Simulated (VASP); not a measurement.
# ZrPdSe4 (P-6m2) in VASP: relaxation of cell and atoms with PBE

Aim: the relaxation of cell and atoms of ZrPdSe4 with PBE.

Everything below comes from runs of VASP 6.6.1. Logs are shortened: lines on timing, memory, paths and dates and some standing lists are left out, and cuts for length are marked.

## 1. The cell of the first run

It takes space group P-6m2 (No. 187, hexagonal). The conventional cell has a = 5.343 Å, b = 5.343 Å, c = 5.183 Å, α = 90.00°, β = 90.00°, γ = 120.00°. Zr (site symmetry -6m2) has 9 Se at 3.00 to 3.08 Å and 3 Pd at 3.08 Å within 3.9 Å. Within 4.1 Å of Pd (site symmetry -6m2) lie 15 Se at 3.08 to 3.72 Å and 3 Zr at 3.08 Å. Within 4.0 Å of Se (site symmetry -6m2) lie 6 Se at 3.03 Å and 3 Zr at 3.08 Å and 3 Pd at 3.08 Å. Within 3.4 Å of Se (site symmetry mm2) lie 6 Se at 2.61 to 3.03 Å and 2 Zr at 3.00 Å.

The cell was generated, and may not be a known phase.

## 2. Relaxation of cell and atoms, PBE

INCAR reads:

```
SYSTEM = ZrPdSe4
  PREC = Accurate
  ENCUT = 600
  EDIFF = 1E-6
  ISMEAR = 0
  SIGMA = 0.1
  LREAL = .FALSE.
  LASPH = .TRUE.
  NELM = 60
  ALGO = Normal
  ISIF = 3
  LWAVE = .FALSE.
  LCHARG = .FALSE.
  GGA = PE
  IBRION = 2
  NSW = 100
  EDIFFG = -0.01
```

KPOINTS reads:

```
regular mesh
0
G
  12 12 8
  0 0 0
```

POSCAR reads:

```
ZrPdSe4
1.0
    5.3433556822      0.0000000000      0.0000000000
   -2.6716778411      4.6274817623      0.0000000000
    0.0000000000      0.0000000000      5.1830740339
Zr Pd Se
1 1 4
Direct
    0.3333333333      0.6666666667      0.0000000000
    0.0000000000      0.0000000000      0.0000000000
    0.6666666667      0.3333333333      0.0000000000
    0.4961988721      0.9923977441      0.5000000000
    0.0076022559      0.5038011279      0.5000000000
    0.4961988721      0.5038011279      0.5000000000
```

Potentials or basis: VASP PAW PBE potentials, release 64 (Zr_sv, Pd, Se).

Started as:

```
$ cat potpaw_PBE.64/Zr_sv/POTCAR potpaw_PBE.64/Pd/POTCAR potpaw_PBE.64/Se/POTCAR > POTCAR
$ mpirun -np 1 vasp_std > vasp.out
```

OUTCAR:

```text
SYSTEM = ZrPdSe4
   PREC = Accurate
   ENCUT = 600
   EDIFF = 1E-6
   ISMEAR = 0
   LREAL = .FALSE.
   LASPH = .TRUE.
   NELM = 60
   ISIF = 3
   GGA = PE
   IBRION = 2
   NSW = 100
   EDIFFG = -0.01

 ion  position               nearest neighbor table
   1  0.333  0.667  0.000-   5 3.00   5 3.00   4 3.00   4 3.00   6 3.00   6 3.00   2 3.08   3 3.08
                             3 3.08   2 3.08   2 3.08   3 3.08
   2  0.000  0.000  0.000-   1 3.08   3 3.08   3 3.08   1 3.08   3 3.08   1 3.08
   3  0.667  0.333  0.000-   1 3.08   2 3.08   1 3.08   2 3.08   2 3.08   1 3.08
   4  0.496  0.992  0.500-   5 2.61   6 2.61   5 2.73   6 2.73   1 3.00   1 3.00
   5  0.008  0.504  0.500-   6 2.61   4 2.61   6 2.73   4 2.73   1 3.00   1 3.00
   6  0.496  0.504  0.500-   5 2.61   4 2.61   5 2.73   4 2.73   1 3.00   1 3.00

  LATTYP: Found a hexagonal cell.
 ALAT       =     5.3433556822
 C/A-ratio  =     0.9700035600

  Lattice vectors:

 A1 = (   5.3433556822,   0.0000000000,   0.0000000000)
 A2 = (  -2.6716778411,   4.6274817623,   0.0000000000)
 A3 = (   0.0000000000,   0.0000000000,   5.1830740339)

Analysis of symmetry for initial positions (statically):
=====================================================================
 Subroutine PRICEL returns:
 Original cell was already a primitive cell.

 Routine SETGRP: Setting up the symmetry group for a
 hexagonal supercell.

 Subroutine GETGRP returns: Found 12 space group operations
 (whereof 12 operations were pure point group operations)
 out of a pool of 24 trial point group operations.

The static configuration has the point symmetry D_3h.

Analysis of symmetry for dynamics (positions and initial velocities):
=====================================================================
 Subroutine PRICEL returns:
 Original cell was already a primitive cell.

 Routine SETGRP: Setting up the symmetry group for a
 hexagonal supercell.

 Subroutine GETGRP returns: Found 12 space group operations
 (whereof 12 operations were pure point group operations)
 out of a pool of 24 trial point group operations.

The dynamic configuration has the point symmetry D_3h.

 Subroutine INISYM returns: Found 12 space group operations
 (whereof 12 operations are pure point group operations),
 and found     1 'primitive' translations

----------------------------------------------------------------------------------------

                                     Primitive cell

  volume of cell :     128.1581

  direct lattice vectors                    reciprocal lattice vectors
     5.343355682  0.000000000  0.000000000     0.187148313  0.108050129  0.000000000
    -2.671677841  4.627481762  0.000000000     0.000000000  0.216100257  0.000000000
     0.000000000  0.000000000  5.183074034     0.000000000  0.000000000  0.192935697

  length of vectors
     5.343355682  5.343355682  5.183074034     0.216100257  0.216100257  0.192935697

  position of ions in fractional coordinates (direct lattice)
     0.333333333  0.666666667  0.000000000
     0.000000000  0.000000000  0.000000000
     0.666666667  0.333333333  0.000000000
     0.496198872  0.992397744  0.500000000
     0.007602256  0.503801128  0.500000000
     0.496198872  0.503801128  0.500000000

  ion indices of the primitive-cell ions
   primitive index   ion index
                 1           1
                 2           2
                 3           3
                 4           4
                 5           5
                 6           6

----------------------------------------------------------------------------------------

 KPOINTS: regular mesh

Automatic generation of k-mesh.
 Grid dimensions read from file:
 generate k-points for:   12   12    8

 Generating k-lattice:

  Cartesian coordinates                     Fractional coordinates (reciprocal lattice)
     0.015595693  0.009004177  0.000000000     0.083333333 -0.000000000  0.000000000
     0.000000000  0.018008355  0.000000000     0.000000000  0.083333333  0.000000000
     0.000000000  0.000000000  0.024116962     0.000000000  0.000000000  0.125000000

  Length of vectors
     0.018008355  0.018008355  0.024116962

  Shift w.r.t. Gamma in fractional coordinates (k-lattice)
     0.000000000  0.000000000  0.000000000

 Subroutine IBZKPT returns following result:
 ===========================================

 Found     95 irreducible k-points:

 Following reciprocal coordinates:
            Coordinates               Weight
  0.000000  0.000000  0.000000      1.000000
  0.083333  0.000000  0.000000      6.000000
  0.166667  0.000000  0.000000      6.000000
  0.250000  0.000000  0.000000      6.000000
  0.333333  0.000000  0.000000      6.000000
  0.416667  0.000000  0.000000      6.000000
[... 16 lines left out ...]
  0.250000  0.000000  0.125000     12.000000
  0.333333  0.000000  0.125000     12.000000
 [... further k-points ...]
   k-points           NKPTS =     95   k-points in BZ     NKDIM =     95   number of bands    NBANDS=     27
   number of dos      NEDOS =    301   number of ions     NIONS =      6
   total plane-waves  NPLWV =  96768
   dimension x,y,z NGX =    48 NGY =   48 NGZ =   42
   dimension x,y,z NGXF=    96 NGYF=   96 NGZF=   84
   ions per type =               1   1   4
   NGX,Y,Z   is equivalent  to a cutoff of  14.93, 14.93, 13.47 a.u.
   NGXF,Y,Z  is equivalent  to a cutoff of  29.87, 29.87, 26.94 a.u.
 SYSTEM =  ZrPdSe4
   PREC   = accura    normal or accurate (medium, high low for compatibility)
   ISTART =      0    job   : 0-new  1-cont  2-samecut
   ICHARG =      2    charge: 1-file 2-atom 10-const
   ISPIN  =      1    spin polarized calculation?
   LNONCOLLINEAR =      F non collinear calculations
   LSORBIT =      F    spin-orbit coupling
   LASPH  =      T    aspherical Exc in radial PAW
   ENCUT  =  600.0 eV  44.10 Ry    6.64 a.u.  10.67 10.67 10.35*2*pi/ulx,y,z
   NELM   =     60;   NELMIN=  2; NELMDL= -5     # of ELM steps
   EDIFF  = 0.1E-05   stopping-criterion for ELM
   LREAL  =      F    real-space projection
   EDIFFG = -.1E-01   stopping-criterion for IOM
   NSW    =    100    number of steps for IOM
   IBRION =      2    ionic relax: 0-MD 1-quasi-New 2-CG
   NFREE  =      1    steps in history (QN), initial steepest desc. (CG)
   ISIF   =      3    stress and relaxation
   ISYM   =      2    0-nonsym 1-usesym 2-fastsym
   POTIM  = 0.5000    time-step for ionic-motion
   TEBEG  =    0.0;   TEEND  =   0.0 temperature during run
   PSTRESS=    0.0 pullay stress
   NELECT =      46.0000    total number of electrons
   NUPDOWN=      -1.0000    fix difference up-down
   EMIN   =  10.00;   EMAX   =-10.00  energy-range for DOS
   EFERMI =   0.00;   METHOD = LEGACY
   ISMEAR =     0;   SIGMA  =   0.10  broadening in eV -4-tet -1-fermi 0-gaus
   EFERMI_NEDOS =   21; number of points for ismear=-14 and -15
   IALGO  =     38    algorithm
   IMIX   =      4    mixing-type and parameters
     AMIX     =   0.40;   BMIX     =  1.00
     AMIX_MAG =   1.60;   BMIX_MAG =  1.00
  volume/ion in A,a.u.               =      21.36       144.14
  Fermi-wavevector in a.u.,A,eV,Ry     =   1.163444  2.198590 18.416863  1.353601
  Thomas-Fermi vector in A             =   2.299993
   LORBIT       =      0    0 simple, 1 ext, 2 COOP (PROOUT), +10 PAW based schemes
   GGA     = PE    functional components
   LHFCALC =     F    Hartree Fock is set to
   AEXX    =    0.0000 exact exchange contribution
   IVDW    =     0    specifies the selected vdW correction
   LEPSILON=     F    determine dielectric tensor
   LRPA    =     F    only Hartree local field effects (RPA)
 conjugate gradient relaxation of ions
 non-spin polarized calculation
 Gauss-broadening in eV      SIGMA  =   0.10
  energy-cutoff  :      600.00
  volume of cell :      128.16
 maximum number of plane-waves:      4335
 NGX is ok and might be reduce to    48
   NGX = 21   NGY = 21   NGZ = 21

--------------------------------------- Ionic step        1  -------------------------------------------

 number of electron      46.0000004 magnetization

 Free energy of the ion-electron system (eV)
  ---------------------------------------------------
  ext. energy  EPLUGINS =         0.00000000
  ---------------------------------------------------
  free energy    TOTEN  =       -27.50803767 eV

  energy without entropy =      -27.47692808  energy(sigma->0) =      -27.49248287

------------------------ aborting loop because EDIFF is reached ----------------------------------------

  FORCE on cell =-STRESS in cart. coord.  units (eV):
  Direction    XX          YY          ZZ          XY          YZ          ZX
  --------------------------------------------------------------------------------------
  -------------------------------------------------------------------------------------
  Total       -0.8242346     -0.8242346      1.7012277      0.0000000      0.0000000      0.0000000
  in kB      -10.3042222    -10.3042222     21.2680076      0.0000000      0.0000000      0.0000000
  external PRESSURE =       0.2198544 kB  Pullay stress =       0.0000000 kB
[... 185 lines left out ...]
  energy  without entropy=      -27.5163574949  energy(sigma->0) =      -27.53223524

--------------------------------------- Ionic step        6  -------------------------------------------

 number of electron      46.0000000 magnetization

 Free energy of the ion-electron system (eV)
  ---------------------------------------------------
  ext. energy  EPLUGINS =         0.00000000
  ---------------------------------------------------
  free energy    TOTEN  =       -27.54839199 eV

  energy without entropy =      -27.51673007  energy(sigma->0) =      -27.53256103

 E-fermi :   6.2930     XC(G=0): -10.4671

 val. band max:        6.2880212337   @ k =   0.3333   0.0000   0.3750
 cond. band min:       6.3003918961   @ k =   0.3333   0.2500   0.2500
 fundamental gap:      0.0123706624
 Fermi energy:         6.2930477219

 k-point     1 :       0.0000    0.0000    0.0000
  band No.  band energies     occupation
      1     -43.8255      2.00000
      2     -21.8594      2.00000
      3     -21.7560      2.00000
      4     -21.7560      2.00000
      5     -10.2622      2.00000
      6      -6.6525      2.00000
[... 709 lines left out ...]
     26       7.7132      0.00000
     27       7.7648      0.00000

 [... further k-points ...]

------------------------ aborting loop because EDIFF is reached ----------------------------------------

  FORCE on cell =-STRESS in cart. coord.  units (eV):
  Direction    XX          YY          ZZ          XY          YZ          ZX
  --------------------------------------------------------------------------------------
  -------------------------------------------------------------------------------------
  Total       -0.0063848     -0.0063848      0.0204702      0.0000000      0.0000000      0.0000000
  in kB       -0.0795250     -0.0795250      0.2549660      0.0000000      0.0000000      0.0000000
  external PRESSURE =       0.0319720 kB  Pullay stress =       0.0000000 kB
[... 21 lines left out ...]
  FREE ENERGIE OF THE ION-ELECTRON SYSTEM (eV)
  ---------------------------------------------------
  free  energy   TOTEN  =       -27.5483919929 eV

  energy  without entropy=      -27.5167300712  energy(sigma->0) =      -27.53256103

 reached required accuracy - stopping structural energy minimisation
```

Run time: 17 min. Hardware: 1 thread of Intel Xeon 6975P-C (Granite Rapids), shared host; peak memory 0.63 GiB.

Results:

- Free energy: -27.5484 eV
- Relaxed volume: 21.44 Å³/atom
- Relaxed cell: a = 5.269 Å, b = 5.269 Å, c = 5.349 Å, α = 90.00°, β = 90.00°, γ = 120.00°
- Space group after relaxing (to 0.1 Å): P-6m2 (No. 187)
- Energy gained by relaxing: 6.7 meV/atom
- Ionic steps: 6
- Pressure after relaxing: 0.0 GPa
- Largest force after relaxing: 0.007 eV/Å
- Band gap on the k mesh: zero (bands 23 and 24 overlap by 1.25 eV)

Forces in eV/Å, atoms in the order of the input:
```
Zr   0.000  0.000  0.000
Pd   0.000  0.000  0.000
Se   0.000  0.000  0.000
Se   0.000 -0.007  0.000
Se   0.006  0.003  0.000
Se  -0.006  0.003  0.000
```

The path:
```csv
step,energy change (eV),largest force (eV/Å),pressure (GPa),volume (Å³)
1,0.0000,0.1228,0.02,128.16
2,-0.0281,0.0794,0.06,128.19
3,-0.0400,0.0071,0.26,128.19
4,-0.0400,0.0040,0.27,128.19
5,-0.0401,0.0161,-0.23,129.03
6,-0.0404,0.0068,0.00,128.63
```

Final structure:
```yaml
crystal:
  lattice:
    - [5.26941, 0.00000, 0.00000]
    - [-2.63470, 4.56344, 0.00000]
    - [0.00000, 0.00000, 5.34929]
  atoms:
    - { symbol: Zr, position: [0.33333, 0.66667, 0.00000] }
    - { symbol: Pd, position: [0.00000, 0.00000, 0.00000] }
    - { symbol: Se, position: [0.66667, 0.33333, 0.00000] }
    - { symbol: Se, position: [0.49767, 0.99533, 0.50000] }
    - { symbol: Se, position: [0.00467, 0.50233, 0.50000] }
    - { symbol: Se, position: [0.49767, 0.50233, 0.50000] }
```

Levels at points of the mesh, in eV from the Fermi level:
| k point | band 21 | band 22 | band 23 | band 24 | band 25 | band 26 |
| --- | --- | --- | --- | --- | --- | --- |
| (0.00, 0.00, 0.00) | -1.50 | -1.11 | -0.61 | 1.78 | 2.37 | 2.37 |
| (0.50, 0.00, 0.00) | -1.36 | -1.23 | -1.03 | -0.01 | 0.65 | 1.19 |
| (0.00, 0.00, 0.50) | -0.78 | -0.78 | -0.36 | 1.05 | 1.05 | 2.07 |
| (0.50, 0.00, 0.50) | -1.20 | -1.13 | -1.03 | -0.01 | 0.16 | 0.78 |
